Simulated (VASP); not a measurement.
# BaMg2N2 (P6/mmm) in VASP: notebook

The runs below take BaMg2N2 through relaxation of cell and atoms, single point, with PBE.

Everything below comes from runs of VASP 6.6.1. Logs are shortened: lines on timing, memory, paths and dates and some standing lists are left out, and cuts for length are marked.

### 1 The cell of the first run

The structure is hexagonal, space group P6/mmm (No. 191). The conventional cell has a = 4.079 Å, b = 4.079 Å, c = 7.605 Å, α = 90.00°, β = 90.00°, γ = 120.00°. Within 2.8 Å of Ba (site symmetry 6/mmm) lie 2 N at 2.14 Å. Within 3.1 Å of Mg (site symmetry -6m2) lie 3 Mg at 2.35 Å and 6 N at 2.88 Å. Within 2.8 Å of N (site symmetry 6mm) lie 1 Ba at 2.14 Å.

### 2 Relaxation of cell and atoms, PBE

Input file INCAR:

```
SYSTEM = BaMg2N2
ALGO = Normal ; EDIFF = 1E-6
EDIFFG = -0.04 ; ENCUT = 600
GGA = PE ; IBRION = 2
ISIF = 3 ; ISMEAR = 0
LASPH = .True. ; LCHARG = .False.
LREAL = .False. ; LWAVE = .False.
NELM = 100 ; NSW = 90
PREC = Accurate ; SIGMA = 0.1
```

Input file KPOINTS:

```
k-points
0
Gamma
  6 6 2
  0 0 0
```

Input file POSCAR:

```
BaMg2N2
1.0
    4.0785328800      0.0000000000      0.0000000000
   -2.0392664400      3.5321130900      0.0000000000
    0.0000000000      0.0000000000      7.6047730500
Ba Mg N
1 2 2
Direct
    0.0000000000      0.0000000000      0.0000000000
    0.3333333300      0.6666666700      0.5000000000
    0.6666666700      0.3333333300      0.5000000000
    0.0000000000      0.0000000000      0.2816899800
    0.0000000000      0.0000000000      0.7183100200
```

Potentials or basis: VASP PAW PBE potentials, release 64 (Ba_sv, Mg, N).

Launch:

```bash
cat potpaw_PBE.64/Ba_sv/POTCAR potpaw_PBE.64/Mg/POTCAR potpaw_PBE.64/N/POTCAR > POTCAR
mpirun -np 1 vasp_std > vasp.out
```

OUTCAR:

```text
SYSTEM = BaMg2N2
   EDIFF = 1E-6
   EDIFFG = -0.04
   ENCUT = 600
   GGA = PE
   IBRION = 2
   ISIF = 3
   ISMEAR = 0
   LASPH = .True.
   LREAL = .False.
   NELM = 100
   NSW = 90
   PREC = Accurate

 ion  position               nearest neighbor table
   1  0.000  0.000  0.000-   4 2.14   5 2.14
   2  0.333  0.667  0.500-   3 2.35   3 2.35   3 2.35
   3  0.667  0.333  0.500-   2 2.35   2 2.35   2 2.35
   4  0.000  0.000  0.282-   1 2.14
   5  0.000  0.000  0.718-   1 2.14

  LATTYP: Found a hexagonal cell.
 ALAT       =     4.0785328800
 C/A-ratio  =     1.8645854462

  Lattice vectors:

 A1 = (   4.0785328800,   0.0000000000,   0.0000000000)
 A2 = (  -2.0392664400,   3.5321130900,   0.0000000000)
 A3 = (   0.0000000000,   0.0000000000,   7.6047730500)

Analysis of symmetry for initial positions (statically):
=====================================================================
 Subroutine PRICEL returns:
 Original cell was already a primitive cell.

 Routine SETGRP: Setting up the symmetry group for a
 hexagonal supercell.

 Subroutine GETGRP returns: Found 24 space group operations
 (whereof 24 operations were pure point group operations)
 out of a pool of 24 trial point group operations.

The static configuration has the point symmetry D_6h.

Analysis of symmetry for dynamics (positions and initial velocities):
=====================================================================
 Subroutine PRICEL returns:
 Original cell was already a primitive cell.

 Routine SETGRP: Setting up the symmetry group for a
 hexagonal supercell.

 Subroutine GETGRP returns: Found 24 space group operations
 (whereof 24 operations were pure point group operations)
 out of a pool of 24 trial point group operations.

The dynamic configuration has the point symmetry D_6h.

 Subroutine INISYM returns: Found 24 space group operations
 (whereof 24 operations are pure point group operations),
 and found     1 'primitive' translations

----------------------------------------------------------------------------------------

                                     Primitive cell

  volume of cell :     109.5531

  direct lattice vectors                    reciprocal lattice vectors
     4.078532880  0.000000000  0.000000000     0.245186205  0.141558321  0.000000000
    -2.039266440  3.532113090  0.000000000     0.000000000  0.283116643  0.000000000
     0.000000000  0.000000000  7.604773050     0.000000000  0.000000000  0.131496363

  length of vectors
     4.078532880  4.078532885  7.604773050     0.283116643  0.283116643  0.131496363

  position of ions in fractional coordinates (direct lattice)
     0.000000000  0.000000000  0.000000000
     0.333333330  0.666666670  0.500000000
     0.666666670  0.333333330  0.500000000
     0.000000000  0.000000000  0.281689980
     0.000000000  0.000000000  0.718310020

  ion indices of the primitive-cell ions
   primitive index   ion index
                 1           1
                 2           2
                 3           3
                 4           4
                 5           5

----------------------------------------------------------------------------------------

 KPOINTS: k-points

Automatic generation of k-mesh.
 Grid dimensions read from file:
 generate k-points for:    6    6    2

 Generating k-lattice:

  Cartesian coordinates                     Fractional coordinates (reciprocal lattice)
     0.040864368  0.023593054  0.000000000     0.166666667  0.000000000  0.000000000
     0.000000000  0.047186107  0.000000000     0.000000000  0.166666667  0.000000000
     0.000000000  0.000000000  0.065748182     0.000000000  0.000000000  0.500000000

  Length of vectors
     0.047186107  0.047186107  0.065748182

  Shift w.r.t. Gamma in fractional coordinates (k-lattice)
     0.000000000  0.000000000  0.000000000

 Subroutine IBZKPT returns following result:
 ===========================================

 Found     14 irreducible k-points:

 Following reciprocal coordinates:
            Coordinates               Weight
  0.000000  0.000000  0.000000      1.000000
  0.166667 -0.000000  0.000000      6.000000
  0.333333 -0.000000  0.000000      6.000000
  0.500000  0.000000  0.000000      3.000000
  0.166667  0.166667  0.000000      6.000000
  0.333333  0.166667  0.000000     12.000000
  0.333333  0.333333  0.000000      2.000000
  0.000000  0.000000  0.500000      1.000000
  0.166667 -0.000000  0.500000      6.000000
  0.333333 -0.000000  0.500000      6.000000
  0.500000  0.000000  0.500000      3.000000
  0.166667  0.166667  0.500000      6.000000
  0.333333  0.166667  0.500000     12.000000
  0.333333  0.333333  0.500000      2.000000
   k-points           NKPTS =     14   k-points in BZ     NKDIM =     14   number of bands    NBANDS=     16
   number of dos      NEDOS =    301   number of ions     NIONS =      5
   total plane-waves  NPLWV =  82944
   dimension x,y,z NGX =    36 NGY =   36 NGZ =   64
   dimension x,y,z NGXF=    72 NGYF=   72 NGZF=  128
   ions per type =               1   2   2
   NGX,Y,Z   is equivalent  to a cutoff of  14.67, 14.67, 13.99 a.u.
   NGXF,Y,Z  is equivalent  to a cutoff of  29.35, 29.35, 27.98 a.u.
 SYSTEM =  BaMg2N2
   PREC   = accura    normal or accurate (medium, high low for compatibility)
   ISTART =      0    job   : 0-new  1-cont  2-samecut
   ICHARG =      2    charge: 1-file 2-atom 10-const
   ISPIN  =      1    spin polarized calculation?
   LNONCOLLINEAR =      F non collinear calculations
   LSORBIT =      F    spin-orbit coupling
   LASPH  =      T    aspherical Exc in radial PAW
   ENCUT  =  600.0 eV  44.10 Ry    6.64 a.u.   8.15  8.15 15.19*2*pi/ulx,y,z
   NELM   =    100;   NELMIN=  2; NELMDL= -5     # of ELM steps
   EDIFF  = 0.1E-05   stopping-criterion for ELM
   LREAL  =      F    real-space projection
   EDIFFG = -.4E-01   stopping-criterion for IOM
   NSW    =     90    number of steps for IOM
   IBRION =      2    ionic relax: 0-MD 1-quasi-New 2-CG
   NFREE  =      1    steps in history (QN), initial steepest desc. (CG)
   ISIF   =      3    stress and relaxation
   ISYM   =      2    0-nonsym 1-usesym 2-fastsym
   POTIM  = 0.5000    time-step for ionic-motion
   TEBEG  =    0.0;   TEEND  =   0.0 temperature during run
   PSTRESS=    0.0 pullay stress
   NELECT =      24.0000    total number of electrons
   NUPDOWN=      -1.0000    fix difference up-down
   EMIN   =  10.00;   EMAX   =-10.00  energy-range for DOS
   EFERMI =   0.00;   METHOD = LEGACY
   ISMEAR =     0;   SIGMA  =   0.10  broadening in eV -4-tet -1-fermi 0-gaus
   EFERMI_NEDOS =   21; number of points for ismear=-14 and -15
   IALGO  =     38    algorithm
   IMIX   =      4    mixing-type and parameters
     AMIX     =   0.40;   BMIX     =  1.00
     AMIX_MAG =   1.60;   BMIX_MAG =  1.00
  volume/ion in A,a.u.               =      21.91       147.86
  Fermi-wavevector in a.u.,A,eV,Ry     =   0.986894  1.864958 13.251515  0.973959
  Thomas-Fermi vector in A             =   2.118308
   LORBIT       =      0    0 simple, 1 ext, 2 COOP (PROOUT), +10 PAW based schemes
   GGA     = PE    functional components
   LHFCALC =     F    Hartree Fock is set to
   AEXX    =    0.0000 exact exchange contribution
   IVDW    =     0    specifies the selected vdW correction
   LEPSILON=     F    determine dielectric tensor
   LRPA    =     F    only Hartree local field effects (RPA)
 conjugate gradient relaxation of ions
 non-spin polarized calculation
 Gauss-broadening in eV      SIGMA  =   0.10
  energy-cutoff  :      600.00
  volume of cell :      109.55
 maximum number of plane-waves:      3690
 NGX is ok and might be reduce to    36
   NGX = 17   NGY = 17   NGZ = 31

--------------------------------------- Ionic step        1  -------------------------------------------

 number of electron      24.0000000 magnetization

 Free energy of the ion-electron system (eV)
  ---------------------------------------------------
  ext. energy  EPLUGINS =         0.00000000
  ---------------------------------------------------
  free energy    TOTEN  =       -14.78172785 eV

  energy without entropy =      -14.76569088  energy(sigma->0) =      -14.77370936

------------------------ aborting loop because EDIFF is reached ----------------------------------------

  FORCE on cell =-STRESS in cart. coord.  units (eV):
  Direction    XX          YY          ZZ          XY          YZ          ZX
  --------------------------------------------------------------------------------------
  -------------------------------------------------------------------------------------
  Total        4.3105932      4.3105932      0.8516820      0.0000000      0.0000000     -0.0000000
  in kB       63.0409571     63.0409573     12.4555595      0.0000000      0.0000000     -0.0000000
  external PRESSURE =      46.1791580 kB  Pullay stress =       0.0000000 kB
[... 98 lines left out ...]
  FREE ENERGIE OF THE ION-ELECTRON SYSTEM (eV)
  ---------------------------------------------------
  free  energy   TOTEN  =       -16.8802473291 eV

  energy  without entropy=      -16.8631334106  energy(sigma->0) =      -16.87169037

 E-fermi :   3.8736     XC(G=0):  -9.2647

 val. band max:        3.7519141390   @ k =   0.3333  -0.0000   0.5000
 cond. band min:       3.9199568229   @ k =   0.0000   0.0000   0.0000
 fundamental gap:      0.1680426839
 Fermi energy:         3.8735732254

 k-point     1 :       0.0000    0.0000    0.0000
  band No.  band energies     occupation
      1     -23.8259      2.00000
      2     -14.3198      2.00000
      3     -10.5619      2.00000
      4      -8.8435      2.00000
      5      -8.8435      2.00000
      6      -5.1682      2.00000
[... 8 lines left out ...]
     15       5.8180      0.00000
     16       5.8180      0.00000
[... 230 lines left out ...]
  band No.  band energies     occupation
      1     -23.7377      2.00000
      2     -14.3257      2.00000
      3      -9.3754      2.00000
      4      -9.3754      2.00000
      5      -9.1410      2.00000
      6      -7.3445      2.00000
[... 8 lines left out ...]
     15       5.6571      0.00000
     16       7.0725      0.00000

[... ionic steps 4 to 34 ...]

--------------------------------------- Ionic step       35  -------------------------------------------

 number of electron      24.0000002 magnetization

------------------------ aborting loop because EDIFF is reached ----------------------------------------

  FORCE on cell =-STRESS in cart. coord.  units (eV):
  Direction    XX          YY          ZZ          XY          YZ          ZX
  --------------------------------------------------------------------------------------
  -------------------------------------------------------------------------------------
  Total        0.0406872      0.0406872     -0.0673969      0.0000000     -0.0000000     -0.0000000
  in kB        0.4308916      0.4308916     -0.7137562      0.0000000     -0.0000000     -0.0000000
  external PRESSURE =       0.0493423 kB  Pullay stress =       0.0000000 kB
[... 63 lines left out ...]
  energy  without entropy=      -20.3253544213  energy(sigma->0) =      -20.33205223

--------------------------------------- Ionic step       37  -------------------------------------------

 number of electron      24.0000002 magnetization

 Free energy of the ion-electron system (eV)
  ---------------------------------------------------
  ext. energy  EPLUGINS =         0.00000000
  ---------------------------------------------------
  free energy    TOTEN  =       -20.33886002 eV

  energy without entropy =      -20.32535700  energy(sigma->0) =      -20.33210851

 E-fermi :   1.4154     XC(G=0):  -7.5513

 val. band max:        1.2636880954   @ k =   0.3333   0.1667   0.0000
 cond. band min:       1.4257042815   @ k =   0.1667   0.1667   0.5000
 fundamental gap:      0.1620161861
 Fermi energy:         1.4153633037

 k-point     1 :       0.0000    0.0000    0.0000
  band No.  band energies     occupation
      1     -26.9807      2.00000
      2     -21.3957      2.00000
      3     -12.7150      2.00000
      4     -12.2024      2.00000
      5     -12.2024      2.00000
      6      -7.7666      2.00000
[... 8 lines left out ...]
     15       2.5566      0.00000
     16       2.5566      0.00000
[... 277 lines left out ...]
  FREE ENERGIE OF THE ION-ELECTRON SYSTEM (eV)
  ---------------------------------------------------
  free  energy   TOTEN  =       -20.3388600165 eV

  energy  without entropy=      -20.3253570048  energy(sigma->0) =      -20.33210851

 reached required accuracy - stopping structural energy minimisation
```

Wall time 22 min (1 thread of Oxide Virtual Turin-like, shared host); peak memory 0.28 GiB.

Results:

* Free energy: -20.3389 eV
* Relaxed volume: 30.26 Å³/atom
* Relaxed cell: a = 5.225 Å, b = 5.225 Å, c = 6.398 Å, α = 90.00°, β = 90.00°, γ = 120.00°
* Space group after relaxing (to 0.05 Å): P6/mmm (No. 191)
* Energy gained by relaxing: 1111.4 meV/atom
* Ionic steps: 37
* Pressure after relaxing: 0.1 GPa
* Band gap on the k mesh: zero (band 12 reaches 2.35 eV, above the bottom of band 13 at 0.85 eV)

Step by step:
| step | energy change (eV) | largest force (eV/Å) | pressure (GPa) | volume (Å³) |
| --- | --- | --- | --- | --- |
| 1 | 0.0000 | 4.7531 | 4.62 | 109.55 |
| 2 | -1.7894 | 2.3991 | -3.35 | 119.83 |
| 3 | -2.0985 | 1.0542 | -5.66 | 125.53 |
| 4 | -2.1100 | 0.7599 | -5.98 | 126.74 |
| 5 | -2.6734 | 1.3187 | -2.22 | 111.75 |
| 6 | -3.5668 | 3.1482 | 8.29 | 93.33 |
| 7 | -3.6624 | 0.6781 | 11.12 | 91.11 |
| 8 | -3.6761 | 1.4575 | 10.26 | 91.66 |
| 9 | -3.8427 | 1.0509 | 7.95 | 93.88 |
| 10 | -4.0955 | 0.1177 | 2.62 | 100.75 |
| 11 | -4.1117 | 0.0778 | 1.43 | 102.77 |
| 12 | -4.1125 | 0.1217 | 1.17 | 103.28 |
| 13 | -4.1343 | 0.0772 | 0.89 | 104.17 |
| 14 | -4.1784 | 0.2279 | 0.31 | 106.81 |
| 15 | -4.2267 | 1.4141 | -0.20 | 112.13 |
| 16 | -4.2494 | 1.3061 | -0.17 | 112.86 |
| 17 | -4.3026 | 1.4687 | 0.20 | 115.07 |
| 18 | -4.6220 | 3.1039 | 1.94 | 119.45 |
| 19 | -5.0673 | 5.0614 | 8.46 | 128.04 |
| 20 | -5.0637 | 2.0144 | 4.49 | 123.91 |
| 21 | -5.1537 | 0.3469 | 6.01 | 125.81 |
| 22 | -5.1562 | 1.2399 | 6.55 | 126.36 |
| 23 | -5.1643 | 1.9802 | 6.85 | 127.23 |
| 24 | -5.1651 | 2.3494 | 6.98 | 127.63 |
| 25 | -5.1870 | 2.2543 | 6.75 | 128.27 |
| 26 | -5.2485 | 1.9819 | 6.08 | 130.21 |
| 27 | -5.3522 | 1.5084 | 4.79 | 134.14 |
| 28 | -5.4848 | 0.6779 | 2.50 | 142.21 |
| 29 | -5.4939 | 1.0292 | -0.98 | 159.25 |
| 30 | -5.5287 | 0.2548 | 0.53 | 151.04 |
| 31 | -5.5355 | 0.2371 | 0.45 | 151.07 |
| 32 | -5.5500 | 0.1864 | 0.24 | 151.17 |
| 33 | -5.5556 | 0.0901 | -0.10 | 151.34 |
| 34 | -5.5570 | 0.1148 | 0.00 | 151.29 |
| 35 | -5.5570 | 0.1172 | 0.00 | 151.29 |
| 36 | -5.5570 | 0.1351 | 0.13 | 151.29 |
| 37 | -5.5571 | 0.0011 | 0.06 | 151.29 |

Final structure:
```xyz
5
Lattice="5.2252 0.0000 0.0000 -2.6126 4.5252 0.0000 0.0000 0.0000 6.3984" Properties=species:S:1:pos:R:3 pbc="T T T"
Ba    0.0000    0.0000    0.0000
Mg    0.0000    3.0168    3.1992
Mg    2.6126    1.5084    3.1992
N     0.0000    0.0000    2.6124
N     0.0000    0.0000    3.7861
```

Caveat: the k points lie up to 0.49 Å⁻¹ apart in the final cell; the volume moved by over 15 % at a fixed basis, so the end points are rough; spin-orbit coupling is left out, which moves the levels of the heavy elements.

(Continued in part 2 of 2.)
